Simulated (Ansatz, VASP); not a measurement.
# Two plane-wave programs on Rb

```xyz
1
Lattice="-2.8350 2.8350 2.8350 2.8350 -2.8350 2.8350 2.8350 2.8350 -2.8350" Properties=species:S:1:pos:R:3 pbc="T T T"
Rb    0.0000    0.0000    0.0000
```

Alike in both runs: functional PBE; k mesh 10 × 10 × 10; occupations gaussian, width 0.1 eV; no spin polarisation.

Ansatz relaxed the structure, and its values are those at the end. VASP's run is a single point on that final structure, the one shown.

|  | VASP | Ansatz |
| --- | --- | --- |
| version | VASP 6.6.1 | Ansatz 0.2.0 |
| potentials or method | VASP PAW PBE potentials, release 64 (Rb_sv), cutoff 520 eV | scalar-relativistic, plane waves, PAW |
| valence electrons in the cell | 9 | 9 |

```tsv
	VASP	Ansatz	Ansatz less VASP
gap on the k mesh at the Fermi level (eV)	none	none	-
pressure (GPa)	0.0	0.0	0.00
```

A gap of «none» marks a metal or a gap that the smearing closes. The functional is the same, so the differences come from potentials, cutoffs and numerics.
